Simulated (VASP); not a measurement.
Write the native input for VASP 6.6.1 that does the following.

```
Task                   : single point
Functional             : PBEsol
Potentials or basis    : VASP PAW PBE potentials, release 64 (Cs_sv)
Cutoff                 : 520 eV
k mesh                 : 6 × 6 × 6
Occupations            : fermi-dirac, width 0.1 eV
Spin                   : no spin polarisation
Dipole correction      : no
Further INCAR settings : ALGO = Normal; EDIFF = 1e-06; NBANDS = 16
```

The structure of Cs lies in POSCAR:

```
Cs
1.0
    0.0000000000      5.3000517227      5.3000517227
    5.3000517227      0.0000000000      5.3000517227
    5.3000517227      5.3000517227      0.0000000000
Cs
2
Direct
    0.1250000000      0.1250000000      0.1250000000
    0.8750000000      0.8750000000      0.8750000000
```

This isn't the form of Cs at room conditions, which is bcc.

These files were run (other wordings do the same):

INCAR

```
SYSTEM = Cs
ALGO = Normal
EDIFF = 1E-6
ENCUT = 520
GGA = PS
ISIF = 2
ISMEAR = -1
LASPH = .True.
LCHARG = .False.
LREAL = .False.
LWAVE = .False.
NBANDS = 16
NELM = 100
PREC = Accurate
SIGMA = 0.1
```

KPOINTS

```
k-points
0
Gamma
  6 6 6
  0 0 0
```

Potentials or basis: VASP PAW PBE potentials, release 64 (Cs_sv).

The run is started by

```console
$ cat potpaw_PBE.64/Cs_sv/POTCAR > POTCAR
$ mpirun -np 1 vasp_std > vasp.out
```

Results of the run:

- Pressure: 0.1 GPa
- Band gap on the k mesh: zero (bands 9 and 10 overlap by 0.15 eV)

Caveat: the PAW data sets were made with another functional, which shifts forces and pressure a little; spin-orbit coupling is left out, which moves the levels of the heavy elements.

Wall time 110 s on 1 thread of Intel(R) Xeon(R) Platinum 8375C CPU @ 2.90GHz (Ice Lake) (shared host), peak memory 0.44 GiB.
